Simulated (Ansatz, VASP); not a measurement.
**BaTe: VASP beside Ansatz**

Contents of POSCAR:

```
BaTe
1.0
   -0.0151347468      3.8990239194      3.8990239194
    3.8990239194     -0.0151347468      3.8990239194
    3.8990239194      3.8990239194     -0.0151347468
Ba Te
1 1
Direct
   -0.0004189613     -0.0004189613     -0.0004189613
    0.2504189613      0.2504189613      0.2504189613
```

INCAR.step1

```
SYSTEM = BaTe
ALGO     = Normal         ! electronic algorithm
EDIFF    = 1E-5           ! SCF threshold, eV
ENCUT    = 520            ! plane-wave cutoff, eV
GGA      = PE             ! functional
ISIF     = 2              ! what is computed and relaxed
ISMEAR   = 0              ! smearing method
LASPH    = .TRUE.         ! aspherical terms in the spheres
LREAL    = .FALSE.        ! projectors in reciprocal space
LWAVE    = .TRUE.         ! write WAVECAR
NBANDS   = 15             ! bands
NELM     = 100            ! most SCF steps
PREC     = Accurate       ! precision mode
SIGMA    = 0.01           ! smearing width, eV
```

The input INCAR.step2:

```
SYSTEM = BaTe
ALGO     = Normal         ! electronic algorithm
EDIFF    = 1E-6           ! SCF threshold, eV
ENCUT    = 520            ! plane-wave cutoff, eV
GGA      = PE             ! functional
HFSCREEN = 0.2079         ! screening, 1/A
ISIF     = 2              ! what is computed and relaxed
ISMEAR   = 0              ! smearing method
ISTART   = 1            
LASPH    = .TRUE.         ! aspherical terms in the spheres
LCHARG   = .TRUE.         ! write CHGCAR
LELF     = .TRUE.         ! ELF
LHFCALC  = .TRUE.         ! exact exchange
LREAL    = .FALSE.        ! projectors in reciprocal space
LVHAR    = .TRUE.       
LWAVE    = .FALSE.        ! write WAVECAR
NBANDS   = 15             ! bands
NELM     = 100            ! most SCF steps
PREC     = Accurate       ! precision mode
PRECFOCK = Normal       
SIGMA    = 0.01           ! smearing width, eV
```

Contents of KPOINTS:

```
k-points
0
G
  4 4 4
  0 0 0
```

Input for Ansatz:

```yaml
crystal:
  lattice:
    - [-0.0151347468, 3.8990239194, 3.8990239194]
    - [3.8990239194, -0.0151347468, 3.8990239194]
    - [3.8990239194, 3.8990239194, -0.0151347468]
  atoms:
    - { symbol: Ba, position: [-0.0004189613, -0.0004189613, -0.0004189613] }
    - { symbol: Te, position: [0.2504189613, 0.2504189613, 0.2504189613] }
kpoints:
  mp_grid: { grid: [4, 4, 4] }
  band_path:
    path:
      - [0.0, 0.0, 0.0]
      - [-0.5, -0.5, 0.0]
      - [-0.375, -0.375, 0.25]
      - [-0.375, 0.0, 0.375]
      - [0.0, 0.0, 0.5]
      - [-0.5, -0.25, 0.25]
    npoints: 1
hamiltonian:
  xc: hse06
scf:
  occupations: { method: fixed }
  n_extra_bands: 4
output:
  forces: true
  stress: true
  eigenvalues: true
```

Change from the starting cell: shear_111 strain -0.6%.

Alike in both runs: task single point; functional HSE06; k mesh 4 × 4 × 4; no spin polarisation.

```csv
,VASP,Ansatz
version,VASP 6.6.1,Ansatz 0.2.0
potentials or method,"VASP PAW PBE potentials, release 64 (Ba_sv, Te)","plane waves, PAW"
plane-wave cutoff (eV),520,420
occupations,"gaussian, width 0.01 eV",fixed
valence electrons in the cell,16,26
```

VASP gave:

| Item | Value |
| --- | --- |
| gap on the k mesh at the Fermi level (eV) | 3.30 |
| pressure (GPa) | 0.1 |

**Question.** Estimate Ansatz's values.

**Answer.** gap on the k mesh at the Fermi level (eV): 3.32; pressure (GPa): 0.0.

VASP's potentials hold 16 valence electrons a cell and Ansatz's 26, so a difference there can come from the potentials and not from the codes. Ansatz's warnings: stress exchange threshold loose, stress scf threshold loose.

Spin-orbit coupling is off throughout.
